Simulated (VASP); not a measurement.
Cu4Re3:

```
Cu Re
1.0
     4.61848    0.00000    0.00000
     0.00000    4.61848    0.00000
     0.00000    0.00000    4.61848
Cu Re
4 3
Direct
  0.00000 0.00000 0.00000
  0.00000 0.50000 0.50000
  0.50000 0.00000 0.50000
  0.50000 0.50000 0.00000
  0.50000 0.00000 0.00000
  0.00000 0.50000 0.00000
  0.00000 0.00000 0.50000
```

| Property | Result |
| --- | --- |
| Program | VASP 6.6.1 |
| Task | relaxation of cell and atoms |
| Functional | PBE |
| Potentials or basis | VASP PAW PBE potentials, release 64 (Cu, Re) |
| Cutoff | 600 eV |
| k mesh | 4 × 4 × 4 |
| Occupations | gaussian, width 0.1 eV |
| Spin | no spin polarisation |

At the start: pressure 38.5 GPa; volume 14.07 Å³/atom.

Question: How do energy, volume and symmetry change on relaxing?

Answer: Over 5 steps the energy falls by 261.0 meV/atom and the volume is 16.61 Å³/atom (+18.0 %); space group Pm-3m (No. 221, to 0.05 Å).

The path:
| step | energy change (eV) | largest force (eV/Å) | pressure (GPa) | volume (Å³) |
| --- | --- | --- | --- | --- |
| 1 | 0.0000 | 0.0000 | 38.47 | 98.51 |
| 2 | 1.7241 | 0.0000 | -22.07 | 154.98 |
| 3 | -1.8169 | 0.0000 | -2.08 | 117.92 |
| 4 | -1.8267 | 0.0000 | -0.46 | 116.67 |
| 5 | -1.8272 | 0.0000 | 0.08 | 116.29 |

Final structure:
```
CELL_PARAMETERS angstrom
4.88101 0.00000 0.00000
0.00000 4.88101 0.00000
0.00000 0.00000 4.88101
ATOMIC_POSITIONS crystal
Cu 0.00000 0.00000 0.00000
Cu 0.00000 0.50000 0.50000
Cu 0.50000 0.00000 0.50000
Cu 0.50000 0.50000 0.00000
Re 0.50000 0.00000 0.00000
Re 0.00000 0.50000 0.00000
Re 0.00000 0.00000 0.50000
```

Caveat: the volume moved by over 15 % at a fixed basis, so the end points are rough.
